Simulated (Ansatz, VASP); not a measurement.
# Two plane-wave programs on HfSeS4

```xyz
6
Lattice="3.3145 0.0000 0.0000 0.0000 3.3145 0.0000 0.0000 0.0000 9.7918" Properties=species:S:1:pos:R:3 pbc="T T T"
Hf    1.6573    1.6573    4.8959
Se    0.0000    0.0000    0.0000
S     0.0000    0.0000    6.2484
S     1.6573    1.6573    1.4258
S     1.6573    1.6573    8.3660
S     0.0000    0.0000    3.5435
```

Change from the starting cell: species swapped into the CeDyC4 type (P4/mmm, No. 123).

Alike in both runs: task relaxation of cell and atoms; functional PBE; k mesh 12 × 12 × 4; occupations gaussian, width 0.1 eV; no spin polarisation.

|  | VASP | Ansatz |
| --- | --- | --- |
| version | VASP 6.6.1 | Ansatz 0.2.0 |
| potentials or method | VASP PAW PBE potentials, release 64 (Hf_pv, Se, S), cutoff 600 eV | scalar-relativistic, plane waves, PAW |
| valence electrons in the cell | 40 | 66 |

|  | VASP | Ansatz | Ansatz less VASP |
| --- | --- | --- | --- |
| gap on the k mesh at the Fermi level, each at its own relaxed structure (eV) | none | none | - |
| relaxed volume (Å³/atom) | 17.83 | 17.87 | +0.041 |
| relaxed length of the cell vector where the two differ most in proportion (Å) | 3.308 | 3.313 | +0.0054 |

A gap of «none» marks a metal or a gap that the smearing closes. VASP's potentials hold 40 valence electrons a cell and Ansatz's 66, so a difference there can come from the potentials and not from the codes.

Neither program's run includes spin-orbit coupling.
